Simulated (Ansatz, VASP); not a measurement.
## Two plane-wave programs on Al2O3

INCAR

```
SYSTEM = Al2O3
  PREC = Accurate
  ENCUT = 520
  EDIFF = 1E-7
  ISMEAR = -1
  SIGMA = 0.05
  LREAL = .False.
  LASPH = .True.
  NELM = 60
  ALGO = Normal
  ISIF = 2
  LWAVE = .False.
  LCHARG = .True.
  GGA = RP
  LELF = .True.
  LVHAR = .True.
  NBANDS = 35
```

Contents of KPOINTS:

```
regular mesh
0
Gamma
  6 3 9
  0 0 0
```

Contents of POSCAR:

```
Al2O3
1.0
    4.6137770000      0.0000000000      0.0000000000
    0.0000000000      9.5632790000      0.0000000000
    0.0000000000      0.0000000000      3.1198620000
Al O
4 6
Direct
    0.9829750000      0.8245730000      0.0000000000
    0.0170250000      0.1754270000      0.0000000000
    0.4829750000      0.6754270000      0.5000000000
    0.5170250000      0.3245730000      0.5000000000
    0.5000000000      0.5000000000      0.5000000000
    0.1236350000      0.7530500000      0.5000000000
    0.3763650000      0.2530500000      0.0000000000
    0.6236350000      0.7469500000      0.0000000000
    0.0000000000      0.0000000000      0.0000000000
    0.8763650000      0.2469500000      0.5000000000
```

The input input.yaml:

```yaml
crystal:
  lattice:
    - [4.613777, 0.0, 0.0]
    - [0.0, 9.563279, 0.0]
    - [0.0, 0.0, 3.119862]
  atoms:
    - { symbol: Al, position: [0.982975, 0.824573, 0.0] }
    - { symbol: Al, position: [0.017025, 0.175427, 0.0] }
    - { symbol: Al, position: [0.482975, 0.675427, 0.5] }
    - { symbol: Al, position: [0.517025, 0.324573, 0.5] }
    - { symbol: O, position: [0.5, 0.5, 0.5] }
    - { symbol: O, position: [0.123635, 0.75305, 0.5] }
    - { symbol: O, position: [0.376365, 0.25305, 0.0] }
    - { symbol: O, position: [0.623635, 0.74695, 0.0] }
    - { symbol: O, position: [0.0, 0.0, 0.0] }
    - { symbol: O, position: [0.876365, 0.24695, 0.5] }
hamiltonian:
  xc: rpbe
  pseudopotentials: { kind: paw }
kpoints:
  mp_grid: { grid: [6, 3, 9] }
  band_path:
    path:
      - [[0.0, 0.0, 0.0], [0.0, 0.0, 0.5], [0.5, 0.0, 0.5], [0.5, 0.0, 0.0], [0.0, 0.0, 0.0], [0.0, 0.5, 0.0], [0.0, 0.5, 0.5], [0.5, 0.5, 0.5], [0.5, 0.5, 0.0], [0.0, 0.5, 0.0]]
      - [[0.5, 0.0, 0.0], [0.5, 0.5, 0.0]]
      - [[0.0, 0.5, 0.5], [0.0, 0.0, 0.5]]
      - [[0.5, 0.0, 0.5], [0.5, 0.5, 0.5]]
    npoints: 10
scf:
  occupations: { method: fermi_dirac, width: 0.05 }
  n_extra_bands: 25
output:
  forces: true
  stress: true
  eigenvalues: true
  fatbands: false
```

Alike in both runs: functional RPBE; k mesh 6 × 3 × 9; occupations fermi-dirac, width 0.05 eV; no spin polarisation.

|  | VASP | Ansatz |
| --- | --- | --- |
| version | VASP 6.6.1 | Ansatz 0.2.0 |
| potentials or method | VASP PAW PBE potentials, release 64 (Al, O) | Ansatz PAW |
| plane-wave cutoff (eV) | 520 | 420 |
| valence electrons in the cell | 48 | 48 |
| task | single point | band structure |

|  | VASP | Ansatz | Ansatz less VASP |
| --- | --- | --- | --- |
| gap on the k mesh at the Fermi level (eV) | 3.68 | 3.69 | +0.007 |
| least direct gap on the mesh (eV) | 3.68 | 3.69 | +0.007 |
| pressure (GPa) | 2.6 | 3.0 | +0.45 |
| traceless stress, the component that is largest in VASP (GPa) | -2.85 | -2.74 | +0.108 |
| rms of the force components (eV/Å) | 0.082 | 0.082 | +0.0002 |

VASP's potentials were made for PBE, not for RPBE. Atom by atom the forces differ by 0.007 eV/Å (rms over components).
